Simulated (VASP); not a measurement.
# SbPt (P6_3/mmc) in VASP: single point with r2SCAN

Aim: the single point of SbPt with r2SCAN.

Everything below comes from runs of VASP 6.6.1. Logs are shortened: lines on timing, memory, paths and dates and some standing lists are left out, and cuts for length are marked.

### Step 1. The cell of the first run

It takes space group P6_3/mmc (No. 194, hexagonal). The conventional cell has a = 4.182 Å, b = 4.182 Å, c = 5.519 Å, α = 90.00°, β = 90.00°, γ = 120.00°. Within 3.7 Å of Sb (site symmetry -6m2) lie 6 Pt at 2.78 Å and 6 Sb at 3.67 Å. Within 3.6 Å of Pt (site symmetry -3m) lie 2 Pt at 2.76 Å and 6 Sb at 2.78 Å.

### Step 2. Single point, r2SCAN

File POSCAR:

```
SbPt
1.0
    4.1820371066      0.0000000000      0.0000000000
   -2.0910185533      3.6217503739      0.0000000000
    0.0000000000      0.0000000000      5.5193592872
Sb Pt
2 2
Direct
    0.3333333333      0.6666666667      0.2500000000
    0.6666666667      0.3333333333      0.7500000000
    0.0000000000      0.0000000000      0.0000000000
    0.0000000000      0.0000000000      0.5000000000
```

File INCAR.step1:

```
SYSTEM = SbPt
ALGO = Normal ; EDIFF = 1E-4
ENCUT = 520 ; GGA = PE
ISMEAR = 0 ; LASPH = .TRUE.
LCHARG = .FALSE. ; LREAL = .FALSE.
LWAVE = .TRUE. ; NBANDS = 23
NELM = 80 ; PREC = Accurate
SIGMA = 0.1
```

File INCAR.step2:

```
SYSTEM = SbPt
ALGO = Normal ; EDIFF = 1E-6
ENCUT = 520 ; ISIF = 2
ISMEAR = 0 ; ISTART = 1
LASPH = .TRUE. ; LCHARG = .FALSE.
LMIXTAU = .TRUE. ; LREAL = .FALSE.
LWAVE = .FALSE. ; METAGGA = R2SCAN
NBANDS = 23 ; NELM = 80
PREC = Accurate ; SIGMA = 0.1
```

File KPOINTS:

```
k-points
0
G
  12 12 8
  0 0 0
```

Potentials or basis: VASP PAW PBE potentials, release 64 (Sb, Pt).

Run with:

```
$ cat potpaw_PBE.64/Sb/POTCAR potpaw_PBE.64/Pt/POTCAR > POTCAR
$ cp INCAR.step1 INCAR
$ mpirun -np 1 vasp_std > vasp.out
$ cp INCAR.step2 INCAR
$ mpirun -np 1 vasp_std > vasp.out
```

OUTCAR:

```text
SYSTEM = SbPt
   EDIFF = 1E-6
   ENCUT = 520
   ISIF = 2
   ISMEAR = 0
   ISTART = 1
   LASPH = .TRUE.
   LREAL = .FALSE.
   METAGGA = R2SCAN
   NELM = 80
   PREC = Accurate

 ion  position               nearest neighbor table
   1  0.333  0.667  0.250-   3 2.78   4 2.78   3 2.78   4 2.78   3 2.78   4 2.78   2 3.67   2 3.67
                             2 3.67   2 3.67   2 3.67   2 3.67
   2  0.667  0.333  0.750-   3 2.78   4 2.78   3 2.78   4 2.78   3 2.78   4 2.78   1 3.67   1 3.67
                             1 3.67   1 3.67   1 3.67   1 3.67
   3  0.000  0.000  0.000-   4 2.76   4 2.76   1 2.78   2 2.78   2 2.78   1 2.78   2 2.78   1 2.78

   4  0.000  0.000  0.500-   3 2.76   3 2.76   1 2.78   2 2.78   2 2.78   1 2.78   2 2.78   1 2.78

  LATTYP: Found a hexagonal cell.
 ALAT       =     4.1820371066
 C/A-ratio  =     1.3197776936

  Lattice vectors:

 A1 = (   4.1820371066,   0.0000000000,   0.0000000000)
 A2 = (  -2.0910185533,   3.6217503739,   0.0000000000)
 A3 = (   0.0000000000,   0.0000000000,   5.5193592872)

Analysis of symmetry for initial positions (statically):
=====================================================================
 Subroutine PRICEL returns:
 Original cell was already a primitive cell.

 Routine SETGRP: Setting up the symmetry group for a
 hexagonal supercell.

 Subroutine GETGRP returns: Found 24 space group operations
 (whereof 12 operations were pure point group operations)
 out of a pool of 24 trial point group operations.

The static configuration has the point symmetry D_3d.
 The point group associated with its full space group is D_6h.

Analysis of symmetry for dynamics (positions and initial velocities):
=====================================================================
 Subroutine PRICEL returns:
 Original cell was already a primitive cell.

 Routine SETGRP: Setting up the symmetry group for a
 hexagonal supercell.

 Subroutine GETGRP returns: Found 24 space group operations
 (whereof 12 operations were pure point group operations)
 out of a pool of 24 trial point group operations.

The dynamic configuration has the point symmetry D_3d.
 The point group associated with its full space group is D_6h.

 Subroutine INISYM returns: Found 24 space group operations
 (whereof 12 operations are pure point group operations),
 and found     1 'primitive' translations

----------------------------------------------------------------------------------------

                                     Primitive cell

  volume of cell :      83.5978

  direct lattice vectors                    reciprocal lattice vectors
     4.182037107  0.000000000  0.000000000     0.239117917  0.138054794  0.000000000
    -2.091018553  3.621750374  0.000000000     0.000000000  0.276109587  0.000000000
     0.000000000  0.000000000  5.519359287     0.000000000  0.000000000  0.181180450

  length of vectors
     4.182037107  4.182037107  5.519359287     0.276109587  0.276109587  0.181180450

  position of ions in fractional coordinates (direct lattice)
     0.333333333  0.666666667  0.250000000
     0.666666667  0.333333333  0.750000000
     0.000000000  0.000000000  0.000000000
     0.000000000  0.000000000  0.500000000

  ion indices of the primitive-cell ions
   primitive index   ion index
                 1           1
                 2           2
                 3           3
                 4           4

----------------------------------------------------------------------------------------

 KPOINTS: k-points

Automatic generation of k-mesh.
 Grid dimensions read from file:
 generate k-points for:   12   12    8

 Generating k-lattice:

  Cartesian coordinates                     Fractional coordinates (reciprocal lattice)
     0.019926493  0.011504566  0.000000000     0.083333333  0.000000000  0.000000000
     0.000000000  0.023009132  0.000000000     0.000000000  0.083333333  0.000000000
     0.000000000  0.000000000  0.022647556     0.000000000  0.000000000  0.125000000

  Length of vectors
     0.023009132  0.023009132  0.022647556

  Shift w.r.t. Gamma in fractional coordinates (k-lattice)
     0.000000000  0.000000000  0.000000000

 Subroutine IBZKPT returns following result:
 ===========================================

 Found     95 irreducible k-points:

 Following reciprocal coordinates:
            Coordinates               Weight
  0.000000  0.000000  0.000000      1.000000
  0.083333  0.000000  0.000000      6.000000
  0.166667  0.000000  0.000000      6.000000
  0.250000  0.000000  0.000000      6.000000
  0.333333  0.000000  0.000000      6.000000
  0.416667  0.000000  0.000000      6.000000
[... 16 lines left out ...]
  0.250000  0.000000  0.125000     12.000000
  0.333333  0.000000  0.125000     12.000000
 [... further k-points ...]
   k-points           NKPTS =     95   k-points in BZ     NKDIM =     95   number of bands    NBANDS=     23
   number of dos      NEDOS =    301   number of ions     NIONS =      4
   total plane-waves  NPLWV =  43008
   dimension x,y,z NGX =    32 NGY =   32 NGZ =   42
   dimension x,y,z NGXF=    64 NGYF=   64 NGZF=   84
   ions per type =               2   2
   NGX,Y,Z   is equivalent  to a cutoff of  12.72, 12.72, 12.65 a.u.
   NGXF,Y,Z  is equivalent  to a cutoff of  25.44, 25.44, 25.30 a.u.
 SYSTEM =  SbPt
   PREC   = accura    normal or accurate (medium, high low for compatibility)
   ISTART =      1    job   : 0-new  1-cont  2-samecut
   ICHARG =      0    charge: 1-file 2-atom 10-const
   ISPIN  =      1    spin polarized calculation?
   LNONCOLLINEAR =      F non collinear calculations
   LSORBIT =      F    spin-orbit coupling
   LASPH  =      T    aspherical Exc in radial PAW
   ENCUT  =  520.0 eV  38.22 Ry    6.18 a.u.   7.78  7.78 10.26*2*pi/ulx,y,z
   NELM   =     80;   NELMIN=  2; NELMDL=  0     # of ELM steps
   EDIFF  = 0.1E-05   stopping-criterion for ELM
   LREAL  =      F    real-space projection
   EDIFFG = 0.1E-04   stopping-criterion for IOM
   NSW    =      0    number of steps for IOM
   IBRION =     -1    ionic relax: 0-MD 1-quasi-New 2-CG
   NFREE  =      0    steps in history (QN), initial steepest desc. (CG)
   ISIF   =      2    stress and relaxation
   ISYM   =      2    0-nonsym 1-usesym 2-fastsym
   POTIM  = 0.5000    time-step for ionic-motion
   TEBEG  =    0.0;   TEEND  =   0.0 temperature during run
   PSTRESS=    0.0 pullay stress
   NELECT =      30.0000    total number of electrons
   NUPDOWN=      -1.0000    fix difference up-down
   EMIN   =  10.00;   EMAX   =-10.00  energy-range for DOS
   EFERMI =   0.00;   METHOD = LEGACY
   ISMEAR =     0;   SIGMA  =   0.10  broadening in eV -4-tet -1-fermi 0-gaus
   EFERMI_NEDOS =   21; number of points for ismear=-14 and -15
   IALGO  =     38    algorithm
   IMIX   =      4    mixing-type and parameters
     AMIX     =   0.40;   BMIX     =  1.00
     AMIX_MAG =   1.60;   BMIX_MAG =  1.00
  volume/ion in A,a.u.               =      20.90       141.04
  Fermi-wavevector in a.u.,A,eV,Ry     =   1.163367  2.198446 18.414448  1.353424
  Thomas-Fermi vector in A             =   2.299918
   LORBIT       =      0    0 simple, 1 ext, 2 COOP (PROOUT), +10 PAW based schemes
   METAGGA = R2SCAN    functional components
   LHFCALC =     F    Hartree Fock is set to
   AEXX    =    0.0000 exact exchange contribution
   IVDW    =     0    specifies the selected vdW correction
   LEPSILON=     F    determine dielectric tensor
   LRPA    =     F    only Hartree local field effects (RPA)
 non-spin polarized calculation
 Gauss-broadening in eV      SIGMA  =   0.10
  energy-cutoff  :      520.00
  volume of cell :       83.60
 maximum number of plane-waves:      2283
 NGX is ok and might be reduce to    32
   NGX = 15   NGY = 15   NGZ = 21

 number of electron      30.0000007 magnetization

 Free energy of the ion-electron system (eV)
  ---------------------------------------------------
  ext. energy  EPLUGINS =         0.00000000
  ---------------------------------------------------
  free energy    TOTEN  =      -156.17331807 eV

  energy without entropy =     -156.16494570  energy(sigma->0) =     -156.16913188

 E-fermi :   9.6062     XC(G=0): -12.0616

 val. band max:        9.6032876650   @ k =   0.3333   0.0000   0.3750
 cond. band min:       9.6064131499   @ k =   0.2500   0.0000   0.0000
 fundamental gap:      0.0031254848
 Fermi energy:         9.6061820463

 k-point     1 :       0.0000    0.0000    0.0000
  band No.  band energies     occupation
      1      -3.6026      2.00000
      2       0.4044      2.00000
      3       2.4579      2.00000
      4       3.4742      2.00000
      5       3.4742      2.00000
      6       3.6442      2.00000
[... 15 lines left out ...]
     22      15.1977      0.00000
     23      17.7701      0.00000

 k-point     2 :       0.0833    0.0000    0.0000
  band No.  band energies     occupation
      1      -3.5159      2.00000
      2       0.3075      2.00000
      3       2.5618      2.00000
      4       3.4974      2.00000
      5       3.6244      2.00000
      6       3.6362      2.00000
[... 15 lines left out ...]
     22      15.6005      0.00000
     23      16.7579      0.00000

 k-point     3 :       0.1667    0.0000    0.0000
  band No.  band energies     occupation
      1      -3.2597      2.00000
      2       0.0735      2.00000
      3       2.8670      2.00000
      4       3.5433      2.00000
      5       3.5525      2.00000
      6       4.0521      2.00000
[... 15 lines left out ...]
     22      16.4947      0.00000
     23      16.5079      0.00000
[... 495 lines left out ...]
 k-point    23 :       0.2500    0.0000    0.1250
  band No.  band energies     occupation
      1      -2.7728      2.00000
      2      -0.3468      2.00000
      3       3.2262      2.00000
      4       3.4145      2.00000
      5       3.6665      2.00000
      6       4.3934      2.00000
[... 15 lines left out ...]
     22      16.2199      0.00000
     23      17.1943      0.00000

 k-point    24 :       0.3333    0.0000    0.1250
  band No.  band energies     occupation
      1      -2.2463      2.00000
      2      -0.5414      2.00000
      3       2.8225      2.00000
      4       3.6674      2.00000
      5       3.6782      2.00000
      6       4.1836      2.00000
[... 15 lines left out ...]
     22      16.3707      0.00000
     23      17.5435      0.00000

 [... further k-points ...]
[... 5 lines left out ...]
  --------------------------------------------------------------------------------------
  -------------------------------------------------------------------------------------
  Total       -0.0700714     -0.0700714     -0.0280649      0.0000000      0.0000000      0.0000000
  in kB       -1.3429390     -1.3429390     -0.5378726      0.0000000      0.0000000      0.0000000
  external PRESSURE =      -1.0745835 kB  Pullay stress =       0.0000000 kB

 VOLUME and BASIS-vectors are now :
 -----------------------------------------------------------------------------
  energy-cutoff  :      520.00
  volume of cell :       83.60
      direct lattice vectors                 reciprocal lattice vectors
     4.182037107  0.000000000  0.000000000     0.239117917  0.138054794  0.000000000
    -2.091018553  3.621750374  0.000000000     0.000000000  0.276109587  0.000000000
     0.000000000  0.000000000  5.519359287     0.000000000  0.000000000  0.181180450

 POSITION                                       TOTAL-FORCE (eV/Angst)
 -----------------------------------------------------------------------------------
     -0.00000      2.41450      1.37984         0.000000      0.000000      0.000000
      2.09102      1.20725      4.13952        -0.000000     -0.000000      0.000000
      0.00000      0.00000      0.00000        -0.000000     -0.000000      0.000000
      0.00000      0.00000      2.75968         0.000000     -0.000000      0.000000
 -----------------------------------------------------------------------------------
    total drift:                               -0.000000      0.000000      0.000000

  FREE ENERGIE OF THE ION-ELECTRON SYSTEM (eV)
  ---------------------------------------------------
  free  energy   TOTEN  =      -156.1733180703 eV

  energy  without entropy=     -156.1649456964  energy(sigma->0) =     -156.16913188
```

Wall time 9.4 min (1 thread of AMD EPYC 7R43 (Zen 3), shared host); peak memory 0.29 GiB.

What came out:

```
Free energy            : -156.1733 eV
Pressure               : -0.1 GPa
Band gap on the k mesh : zero (bands 15 and 16 overlap by 4.22 eV)
```

Caveat: the PAW data sets were made with another functional, which shifts forces and pressure a little; spin-orbit coupling is left out, which moves the levels of the heavy elements.
